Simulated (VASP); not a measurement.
Molecule: EuCl3NH3 (Eu(Cl)3(NH3)), in a box.

```
Eu Cl N H
1.0
    12.18000    0.00000    0.00000
     0.00000   12.18000    0.00000
     0.00000    0.00000   12.18000
Eu Cl N H
1 3 1 3
Direct
  0.53831 0.46161 0.53831
  0.63046 0.62403 0.63046
  0.37589 0.36946 0.63046
  0.63046 0.36946 0.37589
  0.41972 0.58020 0.41972
  0.36946 0.63046 0.46462
  0.46462 0.63046 0.36946
  0.36946 0.53530 0.36946
```

Base run:

- Program: VASP 6.6.1
- Functional: PBE
- Potentials or basis: VASP PAW PBE potentials, release 64 (Eu, Cl, N, H)
- Cutoff: 520 eV
- k mesh: 1 × 1 × 1
- Occupations: gaussian, width 0.01 eV
- Spin: collinear spin, ferromagnetic start
- Starting moments: [6.0, 0.0, 0.0, 0.0, 0.0, 0.0, 0.0, 0.0] μB
- Hubbard terms: Eu f U = 5.0 eV

Its results: gap between the frontier levels 0.95 eV; net moment 6.00 μB per cell; site moments Eu +6.08; Cl -0.07; N -0.01; H +0.00 μB; largest force 0.245 eV/Å.

Task: The run is repeated on the same cell with these changes: hubbard terms from Eu f U = 5.0 eV to none. What comes out?

Result: Gap between the frontier levels 0.01 eV; net moment 6.00 μB per cell; site moments Eu +6.13; Cl -0.09; N -0.01; H +0.00 μB; largest force 0.242 eV/Å.

The U term pushes filled and empty states of the shell apart.

Caveats: spin-orbit coupling is left out, which moves the levels of the heavy elements; without U or exact exchange the open f shell lies at the Fermi level, which spoils levels, moments and volumes (some runs).

